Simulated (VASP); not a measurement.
A run of VASP 6.6.1 is set up as follows.

File INCAR:

```
SYSTEM = Ti12H3S12N
  PREC = Accurate
  ENCUT = 520
  EDIFF = 1E-6
  ISMEAR = -1
  SIGMA = 0.05
  LREAL = Auto
  LASPH = .True.
  NELM = 100
  ALGO = Normal
  ISIF = 2
  LWAVE = .False.
  LCHARG = .False.
  GGA = PS
  NBANDS = 132
```

KPOINTS

```
regular mesh
0
Gamma
  2 2 1
  0 0 0
```

The input POSCAR:

```
Ti12H3S12N
1.0
    6.5343420000      0.0000000000      0.0000000000
   -3.2671710000      5.6589060000      0.0000000000
    0.0000000000      0.0000000000     21.0426550000
Ti S N H
12 12 1 3
Direct
    0.3333398818      0.1666753256      0.0475225203
    0.3333575531      0.1667106681      0.1996421079
    0.3335519370      0.1670994358      0.3585479114
    0.3333329799      0.6666659598      0.0475225203
    0.3333153086      0.6666306173      0.1996278511
    0.3330750135      0.6662418496      0.3586286997
    0.8333443199      0.1666753256      0.0475225203
    0.8333466874      0.1667106681      0.1996421079
    0.8335458063      0.1671701209      0.3585716726
    0.8333374180      0.6666659598      0.0475225203
    0.8333197467      0.6666306173      0.1996326034
    0.8330475753      0.6659944519      0.3586809744
    0.0000000000      0.0000000000      0.1210541160
    0.0000859888      0.0001413701      0.2751601450
   -0.0000777875     -0.0002473976      0.4227508363
   -0.0000528132      0.4999906342      0.1210351070
   -0.0000687513      0.4998669354      0.2750603477
   -0.0003664553      0.5002203606      0.4222090796
    0.5000221094      0.0000353425      0.1210446115
    0.5000356800      0.0001236988      0.2751173747
    0.5002494682      0.0004594528      0.4225369850
    0.5000346118      0.4999729630      0.1210398593
    0.4999027117      0.4998315929      0.2750698522
    0.5006633347      0.5002203606      0.4222946201
    0.7591998523      0.5004854295      0.5385442094
    0.8271893284      0.6695817177      0.5537324069
    0.5937921920      0.4036645952      0.5561417986
    0.8593079199      0.4360383438      0.5563889158
```

Potentials or basis: VASP PAW PBE potentials, release 64 (Ti_sv, S, N, H).

The run is started by

```sh
$ cat potpaw_PBE.64/Ti_sv/POTCAR potpaw_PBE.64/S/POTCAR potpaw_PBE.64/N/POTCAR potpaw_PBE.64/H/POTCAR > POTCAR
$ mpirun -np 1 vasp_std > vasp.out
```

(1) What does it give for the band gap on the k mesh?

(2) What does it give for the largest force?

Answers

(1) zero (bands 112 and 113 overlap by 0.13 eV).

(2) 1.197 eV/Å.

Caveat: the k points lie up to 0.56 Å⁻¹ apart; there is no dipole correction, which matters where the two faces differ; the PAW data sets were made with another functional, which shifts forces and pressure a little.
